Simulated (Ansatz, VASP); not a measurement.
**Two plane-wave programs on LiF**

```xyz
4
Lattice="2.8907 0.0000 0.0000 -1.4454 2.5035 0.0000 0.0000 0.0000 4.8148" Properties=species:S:1:pos:R:3 pbc="T T T"
Li    0.0000    1.6690    1.8348
Li    1.4454    0.8345    4.2422
F     0.0000    1.6690    4.7856
F     1.4454    0.8345    2.3782
```

Alike in both runs: task single point; functional PBE; k mesh 9 × 9 × 6; occupations gaussian, width 0.05 eV; no spin polarisation.

```csv
,VASP,Ansatz
version,VASP 6.6.1,Ansatz 0.2.0
potentials or method,"VASP PAW PBE potentials, release 64 (Li_sv, F), cutoff 520 eV","scalar-relativistic, plane waves, PAW"
valence electrons in the cell,20,20
```

VASP gave:

| Quantity | Value |
| --- | --- |
| gap on the k mesh at the Fermi level (eV) | 8.63 |
| least direct gap on the mesh (eV) | 8.63 |
| rms of the force components (eV/Å) | 0.198 |

**Question.** Estimate Ansatz's values.

**Answer.** gap on the k mesh at the Fermi level (eV): 8.64; least direct gap on the mesh (eV): 8.64; rms of the force components (eV/Å): 0.187.

Atom by atom the forces differ by 0.011 eV/Å (rms over components). With one functional, cell and mesh, what is left measures potentials, basis and numerics.

Noted on VASP's run: the cutoff is short for stress, so the pressure is rough.
